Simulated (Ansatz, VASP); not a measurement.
**SrTiO3 in VASP and in Ansatz**

The input POSCAR:

```
SrTiO3
1.0
    3.7896459565      0.0000000000      0.0000000000
    0.0000000000      3.7896459565      0.0000000000
    0.0000000000      0.0000000000      3.7896459565
Sr Ti O
1 1 3
Direct
    0.0000000000      0.0000000000      0.0000000000
    0.5000000000      0.5000000000      0.5000000000
    0.5000000000      0.5000000000      0.0000000000
    0.5000000000      0.0000000000      0.5000000000
    0.0000000000      0.5000000000      0.5000000000
```

File INCAR.step1:

```
SYSTEM = SrTiO3
ALGO = Normal
EDIFF = 1E-4
ENCUT = 520
GGA = PE
GGA_COMPAT = .False.
ISMEAR = 0
LASPH = .True.
LCHARG = .False.
LMAXMIX = 4
LNONCOLLINEAR = .True.
LREAL = .False.
LSORBIT = .True.
LWAVE = .True.
MAGMOM = 0 0 0 0 0 0 0 0 0 0 0 0 0 0 0
NBANDS = 55
NELM = 150
PREC = Accurate
SIGMA = 0.01
```

The input INCAR.step2:

```
SYSTEM = SrTiO3
ALGO = Normal
EDIFF = 1E-6
ENCUT = 520
GGA_COMPAT = .False.
ISIF = 2
ISMEAR = 0
ISTART = 1
LASPH = .True.
LCHARG = .False.
LMAXMIX = 4
LMIXTAU = .True.
LNONCOLLINEAR = .True.
LORBIT = 11
LORBMOM = .True.
LREAL = .False.
LSORBIT = .True.
LWAVE = .False.
MAGMOM = 0 0 0 0 0 0 0 0 0 0 0 0 0 0 0
METAGGA = R2SCAN
NBANDS = 55
NELM = 150
PREC = Accurate
SIGMA = 0.01
```

File KPOINTS:

```
k-points
0
Gamma
  6 6 6
  0 0 0
```

Input for Ansatz:

```yaml
crystal:
  lattice:
    - [3.7896459565, 0.0, 0.0]
    - [0.0, 3.7896459565, 0.0]
    - [0.0, 0.0, 3.7896459565]
  atoms:
    - { symbol: Sr, position: [0.0, 0.0, 0.0] }
    - { symbol: Ti, position: [0.5, 0.5, 0.5] }
    - { symbol: O, position: [0.5, 0.5, 0.0] }
    - { symbol: O, position: [0.5, 0.0, 0.5] }
    - { symbol: O, position: [0.0, 0.5, 0.5] }
kpoints:
  mp_grid: { grid: [6, 6, 6] }
  band_path:
    path: [[0.0, 0.0, 0.0], [0.0, 0.5, 0.0], [0.5, 0.5, 0.0], [0.5, 0.5, 0.5]]
    npoints: 1
hamiltonian:
  xc: r2scan
scf:
  occupations: { method: fixed }
  n_extra_bands: 10
magnetization:
  noncollinear: true
  spin_orbit: true
output:
  forces: true
  stress: true
  eigenvalues: true
```

Change from the starting cell: hydrostatic strain -3.0%.

Alike in both runs: task single point; functional r2SCAN; k mesh 6 × 6 × 6; non-collinear spin, spin-orbit coupling.

|  | VASP | Ansatz |
| --- | --- | --- |
| version | VASP 6.6.1 | Ansatz 0.2.0 |
| potentials or method | VASP PAW PBE potentials, release 64 (Sr_sv, Ti_sv, O) | plane waves, PAW |
| plane-wave cutoff (eV) | 520 | 500 |
| occupations | gaussian, width 0.01 eV | fixed |
| valence electrons in the cell | 40 | 40 |

```csv
,VASP,Ansatz,Ansatz less VASP
pressure (GPa),22.4,21.1,-1.27
```

VASP's potentials were made for PBE, not for r2SCAN.
